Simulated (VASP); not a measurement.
Crystal: SrRh3.

```
CELL_PARAMETERS angstrom
0.00000 3.43023 3.43023
3.43023 0.00000 3.43023
3.43023 3.43023 0.00000
ATOMIC_POSITIONS crystal
Sr 0.50000 0.50000 0.50000
Rh 0.00000 0.00000 0.00000
Rh 0.25000 0.25000 0.25000
Rh 0.75000 0.75000 0.75000
```

The cell was generated, and may not be a known phase.

- Program: VASP 6.6.1
- Task: relaxation of cell and atoms
- Functional: PBE
- Potentials or basis: VASP PAW PBE potentials, release 64 (Sr_sv, Rh_pv)
- Cutoff: 500 eV
- k mesh: 4 × 4 × 4
- Occupations: gaussian, width 0.1 eV
- Spin: no spin polarisation

At the start: pressure -9.5 GPa; volume 20.18 Å³/atom.

**Question.** How do energy, volume and symmetry change on relaxing?

**Answer.** Over 3 steps the energy falls by 73.5 meV/atom and the volume is 17.99 Å³/atom (-10.8 %); space group Fm-3m (No. 225, to 0.1 Å) before and after.

The path:
| step | energy change (eV) | largest force (eV/Å) | pressure (GPa) | volume (Å³) |
| --- | --- | --- | --- | --- |
| 1 | 0.0000 | 0.0000 | -9.55 | 80.72 |
| 2 | -0.1859 | 0.0000 | 8.28 | 67.47 |
| 3 | -0.2939 | 0.0000 | -0.07 | 71.97 |

Final structure:
```
CELL_PARAMETERS angstrom
0.00000 3.30149 3.30149
3.30149 0.00000 3.30149
3.30149 3.30149 0.00000
ATOMIC_POSITIONS crystal
Sr 0.50000 0.50000 0.50000
Rh 0.00000 0.00000 0.00000
Rh 0.25000 0.25000 0.25000
Rh 0.75000 0.75000 0.75000
```

Caveat: the k points lie up to 0.41 Å⁻¹ apart in the final cell, too coarse for converged energies and pressures of a metal.
